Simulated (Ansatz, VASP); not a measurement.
**One calculation of BaF2, two programs**

```xyz
3
Lattice="0.0000 3.0974 3.0974 3.0974 0.0000 3.0974 3.0974 3.0974 0.0000" Properties=species:S:1:pos:R:3 pbc="T T T"
Ba    0.0000    0.0000    0.0000
F     1.5487    1.5487    1.5487
F     4.6460    4.6460    4.6460
```

Alike in both runs: functional r2SCAN; k mesh 6 × 6 × 6; occupations gaussian, width 0.02 eV; no spin polarisation.

Ansatz relaxed the structure, and its values are those at the end. VASP's run is a single point on that final structure, the one shown.

|  | VASP | Ansatz |
| --- | --- | --- |
| version | VASP 6.6.1 | Ansatz 0.2.0 |
| potentials or method | VASP PAW PBE potentials, release 64 (Ba_sv, F), cutoff 660 eV | scalar-relativistic, plane waves, PAW |
| valence electrons in the cell | 24 | 24 |

Ansatz gave:

* gap on the k mesh at the Fermi level (eV): 7.44
* least direct gap on the mesh (eV): 7.52
* pressure (GPa): 0.0

Estimate VASP's values.

gap on the k mesh at the Fermi level (eV): 7.36; least direct gap on the mesh (eV): 7.43; pressure (GPa): 0.9.

VASP's potentials were made for PBE, not for r2SCAN. With one functional, cell and mesh, what is left measures potentials, basis and numerics.

Spin-orbit coupling is off throughout.
